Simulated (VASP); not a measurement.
KF: single point with PBEsol

KF:

```xyz
2
Lattice="0.0000 2.6542 2.6542 2.6542 0.0000 2.6542 2.6542 2.6542 0.0000" Properties=species:S:1:pos:R:3 pbc="T T T"
K     0.0100    0.0100    0.0100
F     2.6542    2.6542    2.6542
```

This cell differs from its parent crystal: 0.01, 0.01] A.

| Item | Value |
| --- | --- |
| Program | VASP 6.6.1 |
| Task | single point |
| Functional | PBEsol |
| Potentials or basis | VASP PAW PBE potentials, release 64 (K_sv, F) |
| Cutoff | 520 eV |
| k mesh | 8 × 8 × 8 |
| Occupations | gaussian, width 0.01 eV |
| Spin | no spin polarisation |
| Dipole correction | no |
| Further INCAR settings | ALGO = Normal; EDIFF = 1e-07; NBANDS = 15 |

```yaml
Pressure: 0.0 GPa
Largest_force: 0.027 eV/Å
Band_gap_on_the_k_mesh: 6.13 eV
```

Forces on the atoms (eV/Å):
```
K   -0.016 -0.016 -0.016
F    0.016  0.016  0.016
```

Levels at points of the mesh, in eV from the valence-band top:
| k point | band 5 | band 6 | band 7 | band 8 | band 9 | band 10 | band 11 | band 12 |
| --- | --- | --- | --- | --- | --- | --- | --- | --- |
| (0.00, 0.00, 0.00) | -9.21 | 0.00 | 0.00 | 0.00 | 6.13 | 10.69 | 10.69 | 10.69 |
| (0.50, 0.00, 0.00) | -9.24 | -0.84 | -0.37 | -0.37 | 9.05 | 10.60 | 12.14 | 12.14 |
| (0.50, 0.50, 0.50) | -9.24 | -0.84 | -0.37 | -0.37 | 9.05 | 10.61 | 12.14 | 12.14 |
| (0.50, 0.50, 0.00) | -9.44 | -0.20 | -0.05 | -0.05 | 8.11 | 10.34 | 11.81 | 13.71 |

Wall time 26 s on 1 thread of Intel(R) Xeon(R) Platinum 8488C (Sapphire Rapids) (shared host), peak memory 0.17 GiB.

Caveat: the cell differs from its parent crystal (0.01, 0.01] A); the PAW data sets were made with another functional, which shifts forces and pressure a little. A k mesh can miss the band edges.
